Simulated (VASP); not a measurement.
# NaCl (P4/mmm) in VASP: a series of runs

Runs on NaCl. Level: LDA. Tasks: single point.

Program: VASP 6.6.1. These are calculated values, not measurements. Logs are shortened: lines on timing, memory, paths and dates and some standing lists are left out, and cuts for length are marked.

## (1) The cell of the first run

Symmetry: P4/mmm, No. 123, tetragonal system. The conventional cell has a = 3.362 Å, b = 3.362 Å, c = 3.502 Å, α = 90.00°, β = 90.00°, γ = 90.00°. Within 3.9 Å of Na (site symmetry 4/mmm) lie 8 Cl at 2.95 Å and 6 Na at 3.36 to 3.50 Å. Cl (site symmetry 4/mmm) has 8 Na at 2.95 Å and 6 Cl at 3.36 to 3.50 Å within 3.9 Å.

## (2) Single point, LDA (strain -0.040 along x and y, +0.000 along z)

Contents of INCAR:

```
SYSTEM = NaCl
  ALGO = Normal
  EDIFF = 1E-7
  ENCUT = 520
  ISIF = 2
  ISMEAR = 0
  LASPH = .True.
  LCHARG = .False.
  LREAL = .False.
  LWAVE = .False.
  NBANDS = 14
  NELM = 100
  PREC = Accurate
  SIGMA = 0.05
```

Contents of KPOINTS:

```
k-points
0
Gamma
  6 6 6
  0 0 0
```

Contents of POSCAR:

```
NaCl
1.0
    3.3621024000      0.0000000000      0.0000000000
    0.0000000000      3.3621024000      0.0000000000
    0.0000000000      0.0000000000      3.5021900000
Na Cl
1 1
Direct
    0.0000000000      0.0000000000      0.0000000000
    0.5000000000      0.5000000000      0.5000000000
```

Potentials or basis: VASP PAW LDA potentials, release 64 (Na_pv, Cl).

Launch:

```
$ cat potpaw_LDA.64/Na_pv/POTCAR potpaw_LDA.64/Cl/POTCAR > POTCAR
$ mpirun -np 1 vasp_std > vasp.out
```

OUTCAR:

```text
SYSTEM = NaCl
   EDIFF = 1E-7
   ENCUT = 520
   ISIF = 2
   ISMEAR = 0
   LASPH = .True.
   LREAL = .False.
   NELM = 100
   PREC = Accurate

 ion  position               nearest neighbor table
   1  0.000  0.000  0.000-
   2  0.500  0.500  0.500-

  LATTYP: Found a simple tetragonal cell.
 ALAT       =     3.3621024000
 C/A-ratio  =     1.0416666667

  Lattice vectors:

 A1 = (   3.3621024000,   0.0000000000,   0.0000000000)
 A2 = (   0.0000000000,   3.3621024000,   0.0000000000)
 A3 = (   0.0000000000,   0.0000000000,   3.5021900000)

Analysis of symmetry for initial positions (statically):
=====================================================================
 Subroutine PRICEL returns:
 Original cell was already a primitive cell.

 Routine SETGRP: Setting up the symmetry group for a
 simple tetragonal supercell.

 Subroutine GETGRP returns: Found 16 space group operations
 (whereof 16 operations were pure point group operations)
 out of a pool of 16 trial point group operations.

The static configuration has the point symmetry D_4h.

Analysis of symmetry for dynamics (positions and initial velocities):
=====================================================================
 Subroutine PRICEL returns:
 Original cell was already a primitive cell.

 Routine SETGRP: Setting up the symmetry group for a
 simple tetragonal supercell.

 Subroutine GETGRP returns: Found 16 space group operations
 (whereof 16 operations were pure point group operations)
 out of a pool of 16 trial point group operations.

The dynamic configuration has the point symmetry D_4h.

 Subroutine INISYM returns: Found 16 space group operations
 (whereof 16 operations are pure point group operations),
 and found     1 'primitive' translations

----------------------------------------------------------------------------------------

                                     Primitive cell

  volume of cell :      39.5878

  direct lattice vectors                    reciprocal lattice vectors
     3.362102400  0.000000000  0.000000000     0.297432940  0.000000000  0.000000000
     0.000000000  3.362102400  0.000000000     0.000000000  0.297432940  0.000000000
     0.000000000  0.000000000  3.502190000     0.000000000  0.000000000  0.285535622

  length of vectors
     3.362102400  3.362102400  3.502190000     0.297432940  0.297432940  0.285535622

  position of ions in fractional coordinates (direct lattice)
     0.000000000  0.000000000  0.000000000
     0.500000000  0.500000000  0.500000000

  ion indices of the primitive-cell ions
   primitive index   ion index
                 1           1
                 2           2

----------------------------------------------------------------------------------------

 KPOINTS: k-points

Automatic generation of k-mesh.
 Grid dimensions read from file:
 generate k-points for:    6    6    6

 Generating k-lattice:

  Cartesian coordinates                     Fractional coordinates (reciprocal lattice)
     0.049572157  0.000000000  0.000000000     0.166666667  0.000000000  0.000000000
     0.000000000  0.049572157  0.000000000     0.000000000  0.166666667  0.000000000
     0.000000000  0.000000000  0.047589270     0.000000000  0.000000000  0.166666667

  Length of vectors
     0.049572157  0.049572157  0.047589270

  Shift w.r.t. Gamma in fractional coordinates (k-lattice)
     0.000000000  0.000000000  0.000000000

 Subroutine IBZKPT returns following result:
 ===========================================

 Found     40 irreducible k-points:

 Following reciprocal coordinates:
            Coordinates               Weight
  0.000000  0.000000  0.000000      1.000000
  0.166667  0.000000  0.000000      4.000000
  0.333333  0.000000  0.000000      4.000000
  0.500000  0.000000  0.000000      2.000000
  0.166667  0.166667  0.000000      4.000000
  0.333333  0.166667  0.000000      8.000000
[... 16 lines left out ...]
  0.333333  0.000000  0.333333      8.000000
  0.500000  0.000000  0.333333      4.000000
 [... further k-points ...]
   k-points           NKPTS =     40   k-points in BZ     NKDIM =     40   number of bands    NBANDS=     14
   number of dos      NEDOS =    301   number of ions     NIONS =      2
   total plane-waves  NPLWV =  21952
   dimension x,y,z NGX =    28 NGY =   28 NGZ =   28
   dimension x,y,z NGXF=    56 NGYF=   56 NGZF=   56
   ions per type =               1   1
   NGX,Y,Z   is equivalent  to a cutoff of  13.85, 13.85, 13.29 a.u.
   NGXF,Y,Z  is equivalent  to a cutoff of  27.69, 27.69, 26.58 a.u.
 SYSTEM =  NaCl
   PREC   = accura    normal or accurate (medium, high low for compatibility)
   ISTART =      0    job   : 0-new  1-cont  2-samecut
   ICHARG =      2    charge: 1-file 2-atom 10-const
   ISPIN  =      1    spin polarized calculation?
   LNONCOLLINEAR =      F non collinear calculations
   LSORBIT =      F    spin-orbit coupling
   LASPH  =      T    aspherical Exc in radial PAW
   ENCUT  =  520.0 eV  38.22 Ry    6.18 a.u.   6.25  6.25  6.51*2*pi/ulx,y,z
   NELM   =    100;   NELMIN=  2; NELMDL= -5     # of ELM steps
   EDIFF  = 0.1E-06   stopping-criterion for ELM
   LREAL  =      F    real-space projection
   EDIFFG = 0.1E-05   stopping-criterion for IOM
   NSW    =      0    number of steps for IOM
   IBRION =     -1    ionic relax: 0-MD 1-quasi-New 2-CG
   NFREE  =      0    steps in history (QN), initial steepest desc. (CG)
   ISIF   =      2    stress and relaxation
   ISYM   =      2    0-nonsym 1-usesym 2-fastsym
   POTIM  = 0.5000    time-step for ionic-motion
   TEBEG  =    0.0;   TEEND  =   0.0 temperature during run
   PSTRESS=    0.0 pullay stress
   NELECT =      14.0000    total number of electrons
   NUPDOWN=      -1.0000    fix difference up-down
   EMIN   =  10.00;   EMAX   =-10.00  energy-range for DOS
   EFERMI =   0.00;   METHOD = LEGACY
   ISMEAR =     0;   SIGMA  =   0.05  broadening in eV -4-tet -1-fermi 0-gaus
   EFERMI_NEDOS =   21; number of points for ismear=-14 and -15
   IALGO  =     38    algorithm
   IMIX   =      4    mixing-type and parameters
     AMIX     =   0.40;   BMIX     =  1.00
     AMIX_MAG =   1.60;   BMIX_MAG =  1.00
  volume/ion in A,a.u.               =      19.79       133.58
  Fermi-wavevector in a.u.,A,eV,Ry     =   1.157703  2.187741 18.235551  1.340275
  Thomas-Fermi vector in A             =   2.294312
   LORBIT       =      0    0 simple, 1 ext, 2 COOP (PROOUT), +10 PAW based schemes
   GGA     = CA    functional components
   LHFCALC =     F    Hartree Fock is set to
   AEXX    =    0.0000 exact exchange contribution
   IVDW    =     0    specifies the selected vdW correction
   LEPSILON=     F    determine dielectric tensor
   LRPA    =     F    only Hartree local field effects (RPA)
 non-spin polarized calculation
 Gauss-broadening in eV      SIGMA  =   0.05
  energy-cutoff  :      520.00
  volume of cell :       39.59
 maximum number of plane-waves:      1088
 NGX is ok and might be reduce to    28
   NGX = 13   NGY = 13   NGZ = 13

 number of electron      13.9999999 magnetization

 Free energy of the ion-electron system (eV)
  ---------------------------------------------------
  ext. energy  EPLUGINS =         0.00000000
  ---------------------------------------------------
  free energy    TOTEN  =        -7.10590208 eV

  energy without entropy =       -7.10590208  energy(sigma->0) =       -7.10590208

 E-fermi :   1.1776     XC(G=0):  -9.3169

 val. band max:        0.9171254276   @ k =   0.5000   0.0000   0.5000
 cond. band min:       4.6761441552   @ k =   0.0000   0.0000   0.0000
 fundamental gap:      3.7590187276
 Fermi energy:         1.1776316821

 k-point     1 :       0.0000    0.0000    0.0000
  band No.  band energies     occupation
      1     -21.1399      2.00000
      2     -21.1399      2.00000
      3     -21.1348      2.00000
      4     -12.8006      2.00000
      5      -0.0085      2.00000
      6       0.3708      2.00000
      7       0.3708      2.00000
      8       4.6761      0.00000
      9       8.8319      0.00000
     10       9.1957      0.00000
     11      16.4038      0.00000
     12      16.7367      0.00000
     13      16.7367      0.00000
     14      17.0766      0.00000

 k-point     2 :       0.1667    0.0000    0.0000
  band No.  band energies     occupation
      1     -21.1566      2.00000
      2     -21.1384      2.00000
      3     -21.1331      2.00000
      4     -12.6844      2.00000
      5      -0.6146      2.00000
      6       0.0658      2.00000
      7       0.4405      2.00000
      8       5.4316      0.00000
      9       9.2426      0.00000
     10       9.8700      0.00000
     11      14.4096      0.00000
     12      15.1853      0.00000
     13      16.3173      0.00000
     14      16.9777      0.00000

 k-point     3 :       0.3333    0.0000    0.0000
  band No.  band energies     occupation
      1     -21.1897      2.00000
      2     -21.1354      2.00000
      3     -21.1299      2.00000
      4     -12.4342      2.00000
      5      -2.0347      2.00000
      6       0.2225      2.00000
      7       0.5867      2.00000
      8       6.6889      0.00000
      9      10.2044      0.00000
     10      10.2932      0.00000
     11      12.7266      0.00000
     12      13.5471      0.00000
     13      15.1325      0.00000
     14      17.2373      0.00000
[... 324 lines left out ...]
 k-point    23 :       0.3333    0.0000    0.3333
  band No.  band energies     occupation
      1     -21.1821      2.00000
      2     -21.1614      2.00000
      3     -21.1327      2.00000
      4     -12.2105      2.00000
      5      -1.6827      2.00000
      6      -1.4364      2.00000
      7       0.7671      2.00000
      8       7.1916      0.00000
      9       9.2653      0.00000
     10      11.6001      0.00000
     11      12.7901      0.00000
     12      13.8233      0.00000
     13      14.1594      0.00000
     14      16.7831      0.00000

 k-point    24 :       0.5000    0.0000    0.3333
  band No.  band energies     occupation
      1     -21.1969      2.00000
      2     -21.1583      2.00000
      3     -21.1314      2.00000
      4     -12.1019      2.00000
      5      -2.1114      2.00000
      6      -1.3282      2.00000
      7       0.8510      2.00000
      8       6.6293      0.00000
      9       9.7534      0.00000
     10      12.0432      0.00000
     11      12.2688      0.00000
     12      13.3619      0.00000
     13      14.1989      0.00000
     14      17.6306      0.00000

 [... further k-points ...]
[... 5 lines left out ...]
  --------------------------------------------------------------------------------------
  -------------------------------------------------------------------------------------
  Total        0.0071655      0.0071655     -0.8319182      0.0000000      0.0000000      0.0000000
  in kB        0.2899989      0.2899989    -33.6689553      0.0000000      0.0000000      0.0000000
  external PRESSURE =     -11.0296525 kB  Pullay stress =       0.0000000 kB

 VOLUME and BASIS-vectors are now :
 -----------------------------------------------------------------------------
  energy-cutoff  :      520.00
  volume of cell :       39.59
      direct lattice vectors                 reciprocal lattice vectors
     3.362102400  0.000000000  0.000000000     0.297432940  0.000000000  0.000000000
     0.000000000  3.362102400  0.000000000     0.000000000  0.297432940  0.000000000
     0.000000000  0.000000000  3.502190000     0.000000000  0.000000000  0.285535622

 POSITION                                       TOTAL-FORCE (eV/Angst)
 -----------------------------------------------------------------------------------
      0.00000      0.00000      0.00000         0.000000      0.000000      0.000000
      1.68105      1.68105      1.75110         0.000000      0.000000      0.000000
 -----------------------------------------------------------------------------------
    total drift:                                0.000000      0.000000      0.000000

  FREE ENERGIE OF THE ION-ELECTRON SYSTEM (eV)
  ---------------------------------------------------
  free  energy   TOTEN  =        -7.1059020778 eV

  energy  without entropy=       -7.1059020778  energy(sigma->0) =       -7.10590208
```

Wall time 11 s (1 thread of AMD EPYC 7R13 (Zen 3), shared host); peak memory 0.11 GiB.

What came out:

- Free energy: -7.1059 eV
- Pressure: -1.1 GPa
- Band gap on the k mesh: 3.76 eV, indirect (least direct gap 4.31 eV)

Caveat: the cell differs from its parent crystal (strain -0.040 along x and y, +0.000 along z). A k mesh can miss the band edges.

## (3) Single point, LDA (strain +0.000 along x and y, -0.040 along z)

Contents of INCAR:

```
PREC = Accurate ; ENCUT = 520
EDIFF = 1E-6 ; ISMEAR = 0
SIGMA = 0.05 ; LREAL = False
LASPH = True ; NELM = 60
ALGO = Normal ; ISIF = 2
LWAVE = False ; LCHARG = False
NBANDS = 14
```

Contents of KPOINTS:

```
regular mesh
0
Gamma
  6 6 6
```

Contents of POSCAR:

```
NaCl
1.0
    3.5021900000      0.0000000000      0.0000000000
    0.0000000000      3.5021900000      0.0000000000
    0.0000000000      0.0000000000      3.3621024000
Na Cl
1 1
Direct
    0.0000000000      0.0000000000      0.0000000000
    0.5000000000      0.5000000000      0.5000000000
```

Potentials or basis: VASP PAW LDA potentials, release 64 (Na_pv, Cl).

Launch:

```
$ cat potpaw_LDA.64/Na_pv/POTCAR potpaw_LDA.64/Cl/POTCAR > POTCAR
$ mpirun -np 1 vasp_std > vasp.out
```

It took 11 s on 1 thread of AMD EPYC 7R13 (Zen 3), shared host; peak memory 0.11 GiB.

It converged, with:

* Free energy: -7.0890 eV
* Pressure: -2.2 GPa
* Band gap on the k mesh: 3.54 eV, indirect (least direct gap 4.01 eV)

Stress tensor (GPa, compression positive):
```
-3.25  0.00  0.00
 0.00 -3.25  0.00
 0.00  0.00  0.00
```

Levels at points of the mesh, in eV from the valence-band top:
```tsv
k point	band 3	band 4	band 5	band 6	band 7	band 8	band 9	band 10	band 11	band 12
(0.00, 0.00, 0.00)	-22.16	-13.64	-0.84	-0.84	-0.47	3.54	7.86	8.27	15.22	15.22
(0.50, 0.00, 0.00)	-22.16	-13.26	-3.43	-0.60	-0.25	6.52	8.24	10.15	11.20	12.05
(0.50, 0.50, 0.00)	-22.16	-12.98	-2.69	-2.69	0.00	4.86	9.75	10.77	10.77	12.73
(0.00, 0.00, 0.50)	-22.15	-13.16	-3.43	-0.53	-0.53	6.41	8.48	10.09	11.32	11.32
(0.50, 0.00, 0.50)	-22.15	-12.89	-2.73	-2.57	-0.26	5.08	9.38	10.50	10.85	12.04
(0.50, 0.50, 0.50)	-22.19	-12.60	-2.31	-2.16	-2.16	6.59	6.59	6.59	11.41	15.41
```

Caveat: the cell differs from its parent crystal (strain +0.000 along x and y, -0.040 along z).

## (4) Single point, LDA (strain +0.000 along x and y, +0.040 along z)

Contents of INCAR:

```
SYSTEM = NaCl
PREC = Accurate
ENCUT = 520
EDIFF = 1E-6
ISMEAR = 0
SIGMA = 0.05
LREAL = .False.
LASPH = .True.
NELM = 80
ALGO = Normal
ISIF = 2
LWAVE = .False.
LCHARG = .False.
NBANDS = 14
```

Contents of KPOINTS:

```
Automatic mesh
0
Gamma
  6 6 6
  0 0 0
```

POSCAR: that of step 3 with these lines changed.

```diff
@@ -4,3 +4,3 @@
     0.0000000000      3.5021900000      0.0000000000
-    0.0000000000      0.0000000000      3.3621024000
+    0.0000000000      0.0000000000      3.6422776000
 Na Cl
```

Launch:

```
$ cat potpaw_LDA.64/Na_pv/POTCAR potpaw_LDA.64/Cl/POTCAR > POTCAR
$ mpirun -np 1 vasp_std > vasp.out
```

It took 9.3 s on 1 thread of AMD EPYC 9R45 (Zen 5), shared host; peak memory 0.11 GiB.

It converged, with:

| Property | Result |
| --- | --- |
| Free energy | -7.0257 eV |
| Pressure | -3.7 GPa |
| Band gap on the k mesh | 3.39 eV, indirect (least direct gap 3.84 eV) |

Stress tensor (GPa, compression positive):
```
-2.88  0.00  0.00
 0.00 -2.88  0.00
 0.00  0.00 -5.48
```

Levels at points of the mesh, in eV from the valence-band top:
```tsv
k point	band 4	band 5	band 6	band 7	band 8	band 9	band 10	band 11
(0.00, 0.00, 0.00)	-13.26	-0.76	-0.45	-0.45	3.39	8.08	8.41	14.42
(0.50, 0.00, 0.00)	-12.90	-2.96	-0.50	-0.20	6.29	7.97	10.23	10.96
(0.50, 0.50, 0.00)	-12.62	-2.26	-2.26	-0.21	5.27	9.20	10.24	10.24
(0.00, 0.00, 0.50)	-12.97	-2.97	-0.26	-0.26	6.44	7.75	10.26	11.59
(0.50, 0.00, 0.50)	-12.69	-2.35	-2.23	0.00	5.05	9.54	10.14	10.51
(0.50, 0.50, 0.50)	-12.42	-1.90	-1.90	-1.78	6.69	6.69	6.71	10.91
```

Caveat: the cell differs from its parent crystal (strain +0.000 along x and y, +0.040 along z).

## (5) Single point, LDA (strain +0.040 along x and y, +0.000 along z)

Contents of INCAR:

```
PREC = Accurate ; ENCUT = 520
EDIFF = 1E-7 ; ISMEAR = 0
SIGMA = 0.05 ; LREAL = F
LASPH = T ; NELM = 100
ALGO = Normal ; ISIF = 2
LWAVE = F ; LCHARG = F
GGA = CA ; NBANDS = 14
```

Contents of KPOINTS:

```
Automatic mesh
0
Gamma
  6 6 6
```

Contents of POSCAR:

```
NaCl
1.0
    3.6422776000      0.0000000000      0.0000000000
    0.0000000000      3.6422776000      0.0000000000
    0.0000000000      0.0000000000      3.5021900000
Na Cl
1 1
Direct
    0.0000000000      0.0000000000      0.0000000000
    0.5000000000      0.5000000000      0.5000000000
```

Launch:

```
$ cat potpaw_LDA.64/Na_pv/POTCAR potpaw_LDA.64/Cl/POTCAR > POTCAR
$ mpirun -np 1 vasp_std > vasp.out
```

Run time: 10 s. Hardware: 1 thread of AMD EPYC 9R45 (Zen 5), shared host; peak memory 0.11 GiB.

Results (log left out):

| Quantity | Value |
| --- | --- |
| Free energy | -6.9809 eV |
| Pressure | -4.3 GPa |
| Band gap on the k mesh | 3.21 eV, indirect (least direct gap 3.60 eV) |

Stress tensor (GPa, compression positive):
```
-5.13  0.00  0.00
 0.00 -5.13  0.00
 0.00  0.00 -2.65
```

Levels at points of the mesh, in eV from the valence-band top:
```
           k point  band 4  band 5  band 6  band 7  band 8  band 9  band 10  band 11
(0.00, 0.00, 0.00)  -13.21   -0.70   -0.70   -0.39    3.21    8.01     8.39    14.20
(0.50, 0.00, 0.00)  -12.93   -2.87   -0.49   -0.20    6.19    7.50    10.19    10.95
(0.50, 0.50, 0.00)  -12.72   -2.25   -2.25    0.00    4.90    9.48    10.02    10.02
(0.00, 0.00, 0.50)  -12.86   -2.87   -0.43   -0.43    6.09    7.74    10.13    11.08
(0.50, 0.00, 0.50)  -12.65   -2.27   -2.15   -0.21    5.12    9.15     9.80    10.13
(0.50, 0.50, 0.50)  -12.44   -1.90   -1.78   -1.78    6.60    6.63     6.63    10.55
```

Caveat: the cell differs from its parent crystal (strain +0.040 along x and y, +0.000 along z). A k mesh can miss the band edges.

## (6) The runs side by side

| cell | gap on the mesh (eV) | pressure (GPa) |
| --- | --- | --- |
| a = 3.362, b = 3.362, c = 3.502 Å, 2 atoms | 3.76 | -1.1 |
| a = 3.502, b = 3.502, c = 3.362 Å, 2 atoms | 3.54 | -2.2 |
| a = 3.502, b = 3.502, c = 3.642 Å, 2 atoms | 3.39 | -3.7 |
| a = 3.642, b = 3.642, c = 3.502 Å, 2 atoms | 3.21 | -4.3 |

Alike in all rows: task single point; level LDA; potentials or basis VASP PAW LDA potentials, release 64 (Na_pv, Cl); no spin polarisation; k mesh 6 × 6 × 6; cutoff (eV) 520; smearing gaussian 0.05 eV.

Absolute energies hang on the potentials; compare differences alone.
